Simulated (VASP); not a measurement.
# CoO (I4/mmm) in VASP: further runs

CoO is run at these levels: LDA, PBEsol, PBE; tasks: single point, relaxation of cell and atoms.

Program: VASP 6.6.1. These are calculated values, not measurements. Logs are shortened: lines on timing, memory, paths and dates and some standing lists are left out, and cuts for length are marked.

**1. The cell of the first run**

The structure is tetragonal, space group I4/mmm (No. 139). The conventional cell has a = 3.056 Å, b = 3.056 Å, c = 4.270 Å, α = 90.00°, β = 90.00°, γ = 90.00°. Within 2.8 Å of Co (site symmetry 4/mmm) lie 6 O at 2.13 to 2.16 Å. O (site symmetry 4/mmm) has 6 Co at 2.13 to 2.16 Å within 2.8 Å.

**2. Single point, LDA, collinear spin, ferromagnetic start (volume scaled by 1.04)**

Contents of INCAR:

```
SYSTEM = CoO
PREC     = Accurate       ! precision mode
ENCUT    = 520            ! plane-wave cutoff, eV
EDIFF    = 1E-6           ! SCF threshold, eV
ISMEAR   = -1             ! smearing method
SIGMA    = 0.05           ! smearing width, eV
LREAL    = .False.        ! projectors in reciprocal space
LASPH    = .True.         ! aspherical terms in the spheres
NELM     = 150            ! most SCF steps
ALGO     = Normal         ! electronic algorithm
ISIF     = 2              ! what is computed and relaxed
LWAVE    = .False.        ! write WAVECAR
LCHARG   = .False.        ! write CHGCAR
ISPIN    = 2              ! spin polarisation
MAGMOM   = 2 0            ! initial moments
LORBIT   = 11             ! projections on sites
LMAXMIX  = 4              ! l up to which the mixer works
NBANDS   = 18             ! bands
```

Contents of KPOINTS:

```
regular mesh
0
Gamma
  12 12 12
  0 0 0
```

Contents of POSCAR:

```
CoO
1.0
   -1.5278443810      1.5278443810      2.1349776590
    1.5278443810     -1.5278443810      2.1349776590
    1.5278443810      1.5278443810     -2.1349776590
Co O
1 1
Direct
    0.0000000000      0.0000000000      0.0000000000
    0.5000000000      0.5000000000      0.0000000000
```

Potentials or basis: VASP PAW LDA potentials, release 64 (Co, O).

On the command line:

```console
cat potpaw_LDA.64/Co/POTCAR potpaw_LDA.64/O/POTCAR > POTCAR
mpirun -np 1 vasp_std > vasp.out
```

OUTCAR:

```text
SYSTEM = CoO
   PREC = Accurate
   ENCUT = 520
   EDIFF = 1E-6
   ISMEAR = -1
   LREAL = .False.
   LASPH = .True.
   NELM = 150
   ISIF = 2
   ISPIN = 2
   LORBIT = 11

 ion  position               nearest neighbor table
   1  0.000  0.000  0.000-   2 2.13   2 2.13   2 2.16   2 2.16   2 2.16   2 2.16
   2  0.500  0.500  0.000-   1 2.13   1 2.13   1 2.16   1 2.16   1 2.16   1 2.16

  LATTYP: Found a body centered tetragonal cell.
 ALAT       =     3.0556887620
 C/A-ratio  =     1.3973790037

  Lattice vectors:

 A1 = (  -1.5278443810,   1.5278443810,   2.1349776590)
 A2 = (   1.5278443810,  -1.5278443810,   2.1349776590)
 A3 = (   1.5278443810,   1.5278443810,  -2.1349776590)

Analysis of symmetry for initial positions (statically):
=====================================================================
 Subroutine PRICEL returns:
 Original cell was already a primitive cell.

 Routine SETGRP: Setting up the symmetry group for a
 body centered tetragonal supercell.

 Subroutine GETGRP returns: Found 16 space group operations
 (whereof 16 operations were pure point group operations)
 out of a pool of 16 trial point group operations.

The static configuration has the point symmetry D_4h.

Analysis of symmetry for dynamics (positions and initial velocities):
=====================================================================
 Subroutine PRICEL returns:
 Original cell was already a primitive cell.

 Routine SETGRP: Setting up the symmetry group for a
 body centered tetragonal supercell.

 Subroutine GETGRP returns: Found 16 space group operations
 (whereof 16 operations were pure point group operations)
 out of a pool of 16 trial point group operations.

The dynamic configuration has the point symmetry D_4h.

Analysis of structural, dynamic, and magnetic symmetry:
=====================================================================
 Subroutine PRICEL returns:
 Original cell was already a primitive cell.

 Routine SETGRP: Setting up the symmetry group for a
 body centered tetragonal supercell.

 Subroutine GETGRP returns: Found 16 space group operations
 (whereof 16 operations were pure point group operations)
 out of a pool of 16 trial point group operations.

The overall configuration has the point symmetry D_4h.

 Subroutine INISYM returns: Found 16 space group operations
 (whereof 16 operations are pure point group operations),
 and found     1 'primitive' translations

----------------------------------------------------------------------------------------

                                     Primitive cell

  volume of cell :      19.9348

  direct lattice vectors                    reciprocal lattice vectors
    -1.527844381  1.527844381  2.134977659     0.000000000  0.327258460  0.234194488
     1.527844381 -1.527844381  2.134977659     0.327258460  0.000000000  0.234194488
     1.527844381  1.527844381 -2.134977659     0.327258460  0.327258460  0.000000000

  length of vectors
     3.037556009  3.037556009  3.037556009     0.402424102  0.402424102  0.462813353

  position of ions in fractional coordinates (direct lattice)
     0.000000000  0.000000000  0.000000000
     0.500000000  0.500000000  0.000000000

  ion indices of the primitive-cell ions
   primitive index   ion index
                 1           1
                 2           2

----------------------------------------------------------------------------------------

 KPOINTS: regular mesh

Automatic generation of k-mesh.
 Grid dimensions read from file:
 generate k-points for:   12   12   12

 Generating k-lattice:

  Cartesian coordinates                     Fractional coordinates (reciprocal lattice)
     0.000000000  0.027271538  0.019516207     0.083333333  0.000000000  0.000000000
     0.027271538  0.000000000  0.019516207     0.000000000  0.083333333  0.000000000
     0.027271538  0.027271538  0.000000000     0.000000000  0.000000000  0.083333333

  Length of vectors
     0.033535342  0.033535342  0.038567779

  Shift w.r.t. Gamma in fractional coordinates (k-lattice)
     0.000000000  0.000000000  0.000000000

 Subroutine IBZKPT returns following result:
 ===========================================

 Found    163 irreducible k-points:

 Following reciprocal coordinates:
            Coordinates               Weight
  0.000000  0.000000  0.000000      1.000000
  0.083333  0.000000  0.000000      8.000000
  0.166667  0.000000  0.000000      8.000000
  0.250000 -0.000000  0.000000      8.000000
  0.333333  0.000000  0.000000      8.000000
  0.416667 -0.000000  0.000000      8.000000
[... 16 lines left out ...]
  0.500000  0.166667  0.000000     16.000000
 -0.416667  0.166667 -0.000000     16.000000
 [... further k-points ...]
   k-points           NKPTS =    163   k-points in BZ     NKDIM =    163   number of bands    NBANDS=     18
   number of dos      NEDOS =    301   number of ions     NIONS =      2
   total plane-waves  NPLWV =  13824
   dimension x,y,z NGX =    24 NGY =   24 NGZ =   24
   dimension x,y,z NGXF=    48 NGYF=   48 NGZF=   48
   ions per type =               1   1
   NGX,Y,Z   is equivalent  to a cutoff of  13.14, 13.14, 13.14 a.u.
   NGXF,Y,Z  is equivalent  to a cutoff of  26.27, 26.27, 26.27 a.u.
 SYSTEM =  CoO
   PREC   = accura    normal or accurate (medium, high low for compatibility)
   ISTART =      0    job   : 0-new  1-cont  2-samecut
   ICHARG =      2    charge: 1-file 2-atom 10-const
   ISPIN  =      2    spin polarized calculation?
   LNONCOLLINEAR =      F non collinear calculations
   LSORBIT =      F    spin-orbit coupling
   LASPH  =      T    aspherical Exc in radial PAW
   ENCUT  =  520.0 eV  38.22 Ry    6.18 a.u.   5.65  5.65  5.65*2*pi/ulx,y,z
   NELM   =    150;   NELMIN=  2; NELMDL= -5     # of ELM steps
   EDIFF  = 0.1E-05   stopping-criterion for ELM
   LREAL  =      F    real-space projection
   EDIFFG = 0.1E-04   stopping-criterion for IOM
   NSW    =      0    number of steps for IOM
   IBRION =     -1    ionic relax: 0-MD 1-quasi-New 2-CG
   NFREE  =      0    steps in history (QN), initial steepest desc. (CG)
   ISIF   =      2    stress and relaxation
   ISYM   =      2    0-nonsym 1-usesym 2-fastsym
   POTIM  = 0.5000    time-step for ionic-motion
   TEBEG  =    0.0;   TEEND  =   0.0 temperature during run
   PSTRESS=    0.0 pullay stress
   NELECT =      15.0000    total number of electrons
   NUPDOWN=      -1.0000    fix difference up-down
   EMIN   =  10.00;   EMAX   =-10.00  energy-range for DOS
   EFERMI =   0.00;   METHOD = LEGACY
   ISMEAR =    -1;   SIGMA  =   0.05  broadening in eV -4-tet -1-fermi 0-gaus
   EFERMI_NEDOS =   21; number of points for ismear=-14 and -15
   IALGO  =     38    algorithm
   IMIX   =      4    mixing-type and parameters
     AMIX     =   0.40;   BMIX     =  1.00
     AMIX_MAG =   1.60;   BMIX_MAG =  1.00
  volume/ion in A,a.u.               =       9.97        67.26
  Fermi-wavevector in a.u.,A,eV,Ry     =   1.489023  2.813845 30.166693  2.217189
  Thomas-Fermi vector in A             =   2.601984
   LORBIT       =     11    0 simple, 1 ext, 2 COOP (PROOUT), +10 PAW based schemes
   GGA     = CA    functional components
   LHFCALC =     F    Hartree Fock is set to
   AEXX    =    0.0000 exact exchange contribution
   IVDW    =     0    specifies the selected vdW correction
   LEPSILON=     F    determine dielectric tensor
   LRPA    =     F    only Hartree local field effects (RPA)
 spin polarized calculation
  energy-cutoff  :      520.00
  volume of cell :       19.93
 maximum number of plane-waves:       548
   NGX = 11   NGY = 11   NGZ = 11

 number of electron      15.0000005 magnetization       2.8481472

 Free energy of the ion-electron system (eV)
  ---------------------------------------------------
  ext. energy  EPLUGINS =         0.00000000
  ---------------------------------------------------
  free energy    TOTEN  =       -14.57741171 eV

  energy without entropy =      -14.54137005  energy(sigma->0) =      -14.55939088

 E-fermi :   7.1979     XC(G=0): -12.7117

 val. band max:        7.1967285756   @ k =  -0.2500  -0.2500   0.0833
 cond. band min:       7.1986205335   @ k =  -0.3333   0.1667   0.0833
 fundamental gap:      0.0018919578
 Fermi energy:         7.1979223458

 spin component 1

 k-point     1 :       0.0000    0.0000    0.0000
  band No.  band energies     occupation
      1     -12.5780      1.00000
      2       4.0223      1.00000
      3       4.0605      1.00000
      4       4.0605      1.00000
      5       4.2247      1.00000
      6       4.2247      1.00000
[... 10 lines left out ...]
     17      28.1634      0.00000
     18      31.3344      0.00000

 k-point     2 :       0.0833    0.0000    0.0000
  band No.  band energies     occupation
      1     -12.5078      1.00000
      2       3.3263      1.00000
      3       3.3870      1.00000
      4       3.4064      1.00000
      5       4.2722      1.00000
      6       4.3094      1.00000
[... 10 lines left out ...]
     17      28.9396      0.00000
     18      32.3750      0.00000

 k-point     3 :       0.1667    0.0000    0.0000
  band No.  band energies     occupation
      1     -12.3096      1.00000
      2       2.2077      1.00000
      3       2.7165      1.00000
      4       2.7433      1.00000
      5       4.4002      1.00000
      6       4.4323      1.00000
[... 412 lines left out ...]
 k-point    23 :       0.5000    0.1667    0.0000
  band No.  band energies     occupation
      1     -11.3688      1.00000
      2      -0.2898      1.00000
      3       1.3309      1.00000
      4       1.6333      1.00000
      5       4.6997      1.00000
      6       5.0132      1.00000
[... 10 lines left out ...]
     17      33.4219      0.00000
     18      35.0457      0.00000

 k-point    24 :      -0.4167    0.1667   -0.0000
  band No.  band energies     occupation
      1     -11.5402      1.00000
      2       0.0445      1.00000
      3       1.5667      1.00000
      4       1.9343      1.00000
      5       4.4757      1.00000
      6       4.9595      1.00000
[... 10 lines left out ...]
     17      33.7597      0.00000
     18      35.3620      0.00000

 [... further k-points ...]

 spin component 2

 k-point     1 :       0.0000    0.0000    0.0000
  band No.  band energies     occupation
      1     -12.0623      1.00000
      2       4.5899      1.00000
      3       4.6436      1.00000
      4       4.6436      1.00000
      5       6.1525      1.00000
      6       6.1525      1.00000
[... 10 lines left out ...]
     17      28.9667      0.00000
     18      32.1029      0.00000

 k-point     2 :       0.0833    0.0000    0.0000
  band No.  band energies     occupation
      1     -11.9904      1.00000
      2       4.0282      1.00000
      3       4.3440      1.00000
      4       4.3756      1.00000
      5       6.2375      1.00000
      6       6.2565      1.00000
[... 10 lines left out ...]
     17      29.6612      0.00000
     18      33.1585      0.00000

 k-point     3 :       0.1667    0.0000    0.0000
  band No.  band energies     occupation
      1     -11.7874      1.00000
      2       2.8793      1.00000
      3       3.8187      1.00000
      4       3.8498      1.00000
      5       6.4132      1.00000
      6       6.4282      1.00000
[... 412 lines left out ...]
 k-point    23 :       0.5000    0.1667    0.0000
  band No.  band energies     occupation
      1     -10.8133      1.00000
      2       0.2839      1.00000
      3       2.3134      1.00000
      4       2.7272      1.00000
      5       6.7109      0.99994
      6       7.1507      0.71987
[... 10 lines left out ...]
     17      33.7948      0.00000
     18      35.5420      0.00000

 k-point    24 :      -0.4167    0.1667   -0.0000
  band No.  band energies     occupation
      1     -10.9909      1.00000
      2       0.6561      1.00000
      3       2.5606      1.00000
      4       2.9816      1.00000
      5       6.3928      1.00000
      6       7.1354      0.77744
[... 10 lines left out ...]
     17      34.1889      0.00000
     18      35.7990      0.00000

 [... further k-points ...]
[... 5 lines left out ...]
  --------------------------------------------------------------------------------------
  -------------------------------------------------------------------------------------
  Total       -2.9131897     -2.9131897     -2.9972519      0.0000000     -0.0000000      0.0000000
  in kB     -234.1357758   -234.1357758   -240.8919341      0.0000000     -0.0000000      0.0000000
  external PRESSURE =    -236.3878286 kB  Pullay stress =       0.0000000 kB

 VOLUME and BASIS-vectors are now :
 -----------------------------------------------------------------------------
  energy-cutoff  :      520.00
  volume of cell :       19.93
      direct lattice vectors                 reciprocal lattice vectors
    -1.527844381  1.527844381  2.134977659     0.000000000  0.327258460  0.234194488
     1.527844381 -1.527844381  2.134977659     0.327258460  0.000000000  0.234194488
     1.527844381  1.527844381 -2.134977659     0.327258460  0.327258460  0.000000000

 POSITION                                       TOTAL-FORCE (eV/Angst)
 -----------------------------------------------------------------------------------
      0.00000      0.00000      0.00000        -0.000000     -0.000000     -0.000000
      0.00000      0.00000      2.13498         0.000000      0.000000      0.000000
 -----------------------------------------------------------------------------------
    total drift:                               -0.000000      0.000000     -0.000000

  FREE ENERGIE OF THE ION-ELECTRON SYSTEM (eV)
  ---------------------------------------------------
  free  energy   TOTEN  =       -14.5774117114 eV

  energy  without entropy=      -14.5413700524  energy(sigma->0) =      -14.55939088

 total charge

# of ion       s       p       d       tot
------------------------------------------
    1        0.289   0.339   7.158   7.786
    2        1.545   3.368   0.000   4.913
--------------------------------------------------
tot          1.834   3.707   7.158  12.699

 magnetization (x)

# of ion       s       p       d       tot
------------------------------------------
    1        0.018   0.017   2.436   2.472
    2        0.027   0.284   0.000   0.312
--------------------------------------------------
tot          0.046   0.301   2.436   2.784
```

Wall time 86 s (1 thread of AMD EPYC 9R45 (Zen 5), shared host); peak memory 0.17 GiB.

What came out:

```yaml
Free_energy: -14.5774 eV
Pressure: -23.6 GPa
Net_moment: 2.85 μB per cell
Site_moments: Co +2.47; O +0.31 μB
Valence_electrons_inside_the_program's_atomic_spheres: Co 7.79; O 4.91
```

Caveat: the cell differs from its parent crystal (volume scaled by 1.04); a cell with one magnetic atom can't hold antiferromagnetic order, which such compounds often take; semilocal functionals often make such compounds metallic where correlation or magnetic order opens a gap, which also shifts bond lengths.

**3. Single point, PBEsol, collinear spin, ferromagnetic start (volume scaled by 1.04)**

Contents of INCAR:

```
SYSTEM = CoO
  PREC = Accurate
  ENCUT = 520
  EDIFF = 1E-6
  ISMEAR = -1
  SIGMA = 0.05
  LREAL = .FALSE.
  LASPH = .TRUE.
  NELM = 150
  ALGO = Normal
  ISIF = 2
  LWAVE = .FALSE.
  LCHARG = .FALSE.
  ISPIN = 2
  MAGMOM = 2 0
  LORBIT = 11
  LMAXMIX = 4
  GGA = PS
  NBANDS = 18
```

Contents of KPOINTS:

```
Automatic mesh
0
G
  12 12 12
  0 0 0
```

POSCAR is that of step 2.

Potentials or basis: VASP PAW PBE potentials, release 64 (Co, O).

On the command line:

```console
cat potpaw_PBE.64/Co/POTCAR potpaw_PBE.64/O/POTCAR > POTCAR
mpirun -np 1 vasp_std > vasp.out
```

Wall time 95 s (1 thread of AMD EPYC 9R45 (Zen 5), shared host); peak memory 0.19 GiB.

The run converged. Its results:

```yaml
Free_energy: -13.9116 eV
Pressure: -15.3 GPa
Band_gap_on_the_k_mesh: zero (filled and empty bands overlap)
Net_moment: 2.98 μB per cell
Site_moments: Co +2.60; O +0.33 μB
Valence_electrons_inside_the_program's_atomic_spheres: Co 7.75; O 4.94
```

Stress tensor (GPa, compression positive):
```
-15.33   0.00   0.00
  0.00 -15.33   0.00
  0.00   0.00 -15.21
```

Levels at points of the mesh, in eV from the Fermi level:
Spin up:
| k point | band 6 | band 7 | band 8 | band 9 | band 10 | band 11 | band 12 | band 13 |
| --- | --- | --- | --- | --- | --- | --- | --- | --- |
| (0.00, 0.00, 0.00) | -3.12 | -3.08 | -3.08 | -3.05 | 0.69 | 16.48 | 17.66 | 17.66 |
| (0.50, 0.00, 0.00) | -2.42 | -1.89 | -0.05 | 0.03 | 4.79 | 8.90 | 12.88 | 13.15 |
| (0.50, 0.50, 0.00) | -2.96 | -2.49 | -2.17 | -2.13 | 5.48 | 9.39 | 11.36 | 15.15 |
| (0.50, 0.50, 0.50) | -2.93 | -2.49 | -2.18 | -2.18 | 5.49 | 9.54 | 11.23 | 15.10 |
Spin down:
| k point | band 2 | band 3 | band 4 | band 5 | band 6 | band 7 | band 8 | band 9 | band 10 | band 11 |
| --- | --- | --- | --- | --- | --- | --- | --- | --- | --- | --- |
| (0.00, 0.00, 0.00) | -2.50 | -2.45 | -2.45 | -1.06 | -1.06 | -1.01 | -0.10 | -0.09 | 1.25 | 16.42 |
| (0.50, 0.00, 0.00) | -7.40 | -4.52 | -4.48 | -0.13 | -0.09 | 0.19 | 2.46 | 2.53 | 5.10 | 9.73 |
| (0.50, 0.50, 0.00) | -6.24 | -3.74 | -3.64 | -2.13 | 0.12 | 0.16 | 0.34 | 0.78 | 6.33 | 9.90 |
| (0.50, 0.50, 0.50) | -6.22 | -3.72 | -3.72 | -2.13 | 0.14 | 0.14 | 0.38 | 0.77 | 6.33 | 10.04 |

Caveat: the cell differs from its parent crystal (volume scaled by 1.04); the PAW data sets were made with another functional, which shifts forces and pressure a little; a cell with one magnetic atom can't hold antiferromagnetic order, which such compounds often take; semilocal functionals often make such compounds metallic where correlation or magnetic order opens a gap, which also shifts bond lengths.

**4. Single point, PBE, collinear spin, ferromagnetic start**

This run uses another cell than the first one, of 9.58 Å³/atom, 0.962 times its volume.

Contents of INCAR:

```
SYSTEM = CoO
  PREC = Accurate
  ENCUT = 600
  EDIFF = 1E-6
  ISMEAR = -1
  SIGMA = 0.05
  LREAL = .FALSE.
  LASPH = .TRUE.
  NELM = 200
  ALGO = Normal
  ISIF = 2
  LWAVE = .FALSE.
  LCHARG = .FALSE.
  ISPIN = 2
  MAGMOM = 2 0
  LORBIT = 11
  LMAXMIX = 4
  GGA = PE
  NBANDS = 18
  GGA_COMPAT = .FALSE.
```

Contents of KPOINTS:

```
Automatic mesh
0
G
  7 7 7
  0 0 0
```

Contents of POSCAR:

```
CoO
1.0
   -1.5080000000      1.5080000000      2.1072475377
    1.5080000000     -1.5080000000      2.1072475377
    1.5080000000      1.5080000000     -2.1072475377
Co O
1 1
Direct
    0.0000000000      0.0000000000      0.0000000000
    0.5000000000      0.5000000000      0.0000000000
```

On the command line:

```console
cat potpaw_PBE.64/Co/POTCAR potpaw_PBE.64/O/POTCAR > POTCAR
mpirun -np 1 vasp_std > vasp.out
```

It took 54 s on 1 thread of Intel Xeon 8259CL, shared host; peak memory 0.16 GiB.

It converged, with:

```yaml
Free_energy: -13.0666 eV
Pressure: -1.1 GPa
Net_moment: 2.82 μB per cell
Site_moments: Co +2.50; O +0.27 μB
Valence_electrons_inside_the_program's_atomic_spheres: Co 7.81; O 4.98
```

Stress tensor (GPa, compression positive):
```
-1.09  0.00  0.00
 0.00 -1.09  0.00
 0.00  0.00 -1.24
```

Levels at points of the mesh, in eV from the Fermi level:
Spin up:
```
           k point  band 7  band 8  band 9  band 10  band 11  band 12
(0.00, 0.00, 0.00)   -3.07   -3.07   -2.94     1.04    16.88    18.19
```
Spin down:
| k point | band 2 | band 3 | band 4 | band 5 | band 6 | band 7 | band 8 | band 9 | band 10 | band 11 |
| --- | --- | --- | --- | --- | --- | --- | --- | --- | --- | --- |
| (0.00, 0.00, 0.00) | -2.69 | -2.63 | -2.63 | -1.14 | -1.14 | -1.09 | 0.02 | 0.07 | 1.57 | 16.80 |

Caveat: the k points lie up to 0.42 Å⁻¹ apart; a cell with one magnetic atom can't hold antiferromagnetic order, which such compounds often take; semilocal functionals often make such compounds metallic where correlation or magnetic order opens a gap, which also shifts bond lengths. With open d or f shells a metallic result of PBE can be an artefact of self-interaction; +U or a hybrid may open a gap.

(Continued in part 2 of 2.)
